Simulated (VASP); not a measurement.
Runs of VASP 6.6.1 on Si7Ge. The structure is that of space group P-42m (No. 111), or close to it. The cells are those of the table. 

```tsv
cell	gap on the mesh (eV)	pressure (GPa)	largest force (eV/Å)
a = 5.186, b = 5.186, c = 5.459 Å, 8 atoms	none	11.5	0.02
a = 5.186, b = 5.186, c = 5.596 Å, 8 atoms	none	(a)	0.02
a = 5.459, b = 5.459, c = 5.186 Å, 8 atoms	none	5.1	0.02
a = 5.186, b = 5.186, c = 5.732 Å, 8 atoms	none	5.1	0.03
```

Alike in all rows: task single point; level PBEsol; potentials or basis VASP PAW PBE potentials, release 64 (Si, Ge_d); no spin polarisation; k mesh 6 × 6 × 6; cutoff (eV) 520; smearing gaussian 0.03 eV.

Task: Estimate the missing entries.

Result: (a) 8.1.

Caveats: semilocal functionals underestimate gaps, and a narrow one can read as zero; the PAW data sets were made with another functional, which shifts forces and pressure a little; the cell stands under pressure (at least some runs); the stress differs along the axes, from 3 to 11 GPa (at least some runs); the stress differs along the axes, from -2 to 9 GPa (at least some runs).

A k mesh can miss the band edges, and the runs leave out spin-orbit coupling on Ge.

A gap of «none» marks levels without a gap at the run's occupations.
